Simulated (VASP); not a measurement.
A run of VASP 6.6.1 is set up as follows.

File POSCAR:

```
PbI2
1.0
    4.5113091600      0.0000000000      0.0000000000
   -2.2556545800      3.9069125800      0.0000000000
    0.0000000000      0.0000000000      6.9100777200
Pb I
1 2
Direct
    0.0000000000      0.0000000000      0.0000000000
    0.3333300000      0.6666700000      0.2650000000
    0.6666700000      0.3333300000      0.7350000000
```

INCAR.step1

```
SYSTEM = PbI2
PREC     = Accurate       ! precision mode
ENCUT    = 550            ! plane-wave cutoff, eV
ISMEAR   = -1             ! smearing method
SIGMA    = 0.1            ! smearing width, eV
LREAL    = .False.        ! projectors in reciprocal space
LASPH    = .True.         ! aspherical terms in the spheres
NELM     = 200            ! most SCF steps
LNONCOLLINEAR= .True.         ! non-collinear magnetism
MAGMOM   = 0 0 0 0 0 0 0 0 0 ! initial moments
LSORBIT  = .True.         ! spin-orbit coupling
GGA_COMPAT= .False.      
NBANDS   = 41             ! bands
GGA      = PE             ! functional
ALGO     = Normal         ! electronic algorithm
EDIFF    = 1E-5           ! SCF threshold, eV
LWAVE    = .True.         ! write WAVECAR
LCHARG   = .False.        ! write CHGCAR
```

File INCAR.step2:

```
SYSTEM = PbI2
PREC     = Accurate       ! precision mode
ENCUT    = 550            ! plane-wave cutoff, eV
EDIFF    = 1E-6           ! SCF threshold, eV
ISMEAR   = -1             ! smearing method
SIGMA    = 0.1            ! smearing width, eV
LREAL    = .False.        ! projectors in reciprocal space
LASPH    = .True.         ! aspherical terms in the spheres
NELM     = 200            ! most SCF steps
ALGO     = Normal         ! electronic algorithm
ISIF     = 2              ! what is computed and relaxed
LWAVE    = .False.        ! write WAVECAR
LCHARG   = .True.         ! write CHGCAR
LNONCOLLINEAR= .True.         ! non-collinear magnetism
MAGMOM   = 0 0 0 0 0 0 0 0 0 ! initial moments
LORBIT   = 11             ! projections on sites
LSORBIT  = .True.         ! spin-orbit coupling
GGA_COMPAT= .False.      
LORBMOM  = .True.       
METAGGA  = R2SCAN         ! meta-GGA
LMIXTAU  = .True.       
LVHAR    = .True.       
NBANDS   = 41             ! bands
ISTART   = 1
```

The input KPOINTS:

```
Automatic mesh
0
Gamma
  5 5 3
  0 0 0
```

Potentials or basis: VASP PAW PBE potentials, release 64 (Pb_d, I).

The run is started by

```console
$ cat potpaw_PBE.64/Pb_d/POTCAR potpaw_PBE.64/I/POTCAR > POTCAR
$ cp INCAR.step1 INCAR
$ mpirun -np 1 vasp_ncl > vasp.out
$ cp INCAR.step2 INCAR
$ mpirun -np 1 vasp_ncl > vasp.out
```

**Question.** Predict the pressure.

**Answer.** 2.3 GPa.

**Question.** Predict the largest force.

**Answer.** 0.303 eV/Å.

Forces in eV/Å, atoms in the order of the input:
```
Pb   0.000  0.000  0.000
I    0.000  0.000  0.303
I    0.000  0.000 -0.303
```

Caveat: the PAW data sets were made with another functional, which shifts forces and pressure a little.
